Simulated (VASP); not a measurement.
**Nb: single point with LDA**

The system is Nb.

```xyz
1
Lattice="-1.4546 1.6009 1.6273 1.6190 -1.9818 2.1726 1.2183 1.7455 -2.0082" Properties=species:S:1:pos:R:3 pbc="T T T"
Nb    0.0000    0.0000    0.0000
```

| Item | Value |
| --- | --- |
| Program | VASP 6.6.1 |
| Task | single point |
| Functional | LDA |
| Potentials or basis | VASP PAW LDA potentials, release 64 (Nb_sv) |
| Cutoff | 520 eV |
| k mesh | 7 × 6 × 7 |
| Occupations | fermi-dirac, width 0.05 eV |
| Spin | no spin polarisation |

```yaml
Pressure: 0.9 GPa
```

Stress tensor (GPa, compression positive):
```
14.74  0.63 -1.59
 0.63 -6.63  9.15
-1.59  9.15 -5.27
```

Levels at points of the mesh, in eV from the Fermi level:
```csv
k point,band 4,band 5,band 6,band 7,band 8,band 9
"(0.00, 0.00, 0.00)",-29.35,-6.17,-2.28,-0.27,1.60,3.17
"(0.00, 0.50, 0.00)",-29.76,-4.03,-1.87,1.86,2.12,3.36
```

It took 39 s on 1 thread of AMD EPYC 9R45 96-Core Processor (Zen 5), with other jobs on the host, peak memory 0.12 GiB.

Caveat: the k points lie up to 0.45 Å⁻¹ apart.
